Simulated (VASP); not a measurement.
Wanted: the native input for a VASP 6.6.1 run.

```yaml
Task: single point
Functional: PBE
Dispersion: D3(BJ)
Potentials_or_basis: VASP PAW PBE potentials, release 64 (Sn_d, O)
Cutoff: 520 eV
k_mesh: 7 × 7 × 1
Occupations: gaussian, width 0.05 eV
Spin: no spin polarisation
Dipole_correction: yes
Further_INCAR_settings: ALGO = Normal; EDIFF = 1e-06; NBANDS = 50; NELMDL = -8
```

The structure of SnO lies in POSCAR:

```
SnO
1.0
    3.8201708766      0.0000000000      0.0000000000
    0.0000000000      3.8201708766      0.0000000000
    0.0000000000      0.0000000000     22.2260720666
Sn O
4 4
Direct
    0.5000000000      0.0000000000      0.2024649244
    0.0000000000      0.5000000000      0.3087831270
    0.1250000000      0.6250000000      0.4977503897
   -0.3750000000      1.1250000000      0.6040685923
    0.0000000000      0.0000000000      0.2556240257
    0.5000000000      0.5000000000      0.2556240257
   -0.3750000000      0.6250000000      0.5509094910
    0.1250000000      1.1250000000      0.5509094910
```

This cell differs from its parent crystal: layers slid over each other.

These files were run (other wordings do the same):

INCAR

```
SYSTEM = SnO
ALGO = Normal ; DIPOL = 0.5 0.5 0.403
EDIFF = 1E-6 ; ENCUT = 520
GGA = PE ; GGA_COMPAT = .False.
IDIPOL = 3 ; ISIF = 2
ISMEAR = 0 ; IVDW = 12
LASPH = .True. ; LCHARG = .False.
LDIPOL = .True. ; LREAL = .False.
LWAVE = .False. ; NBANDS = 50
NELM = 120 ; NELMDL = -8
PREC = Accurate ; SIGMA = 0.05
```

KPOINTS

```
k-points
0
Gamma
  7 7 1
  0 0 0
```

Potentials or basis: VASP PAW PBE potentials, release 64 (Sn_d, O).

The run is started by

```sh
$ cat potpaw_PBE.64/Sn_d/POTCAR potpaw_PBE.64/O/POTCAR > POTCAR
$ mpirun -np 1 vasp_std > vasp.out
```

Results of the run:

```
Largest force              : 0.084 eV/Å
Band gap on the k mesh     : 2.46 eV (least direct gap 2.55 eV)
Dispersion energy per atom : -0.155 eV
```

Caveat: the cell differs from its parent crystal (layers slid over each other); spin-orbit coupling is left out, which moves the levels of the heavy elements.

Wall time 5.5 min on 1 thread of Oxide Virtual Turin-like Processor, with other jobs on the host, peak memory 0.41 GiB.
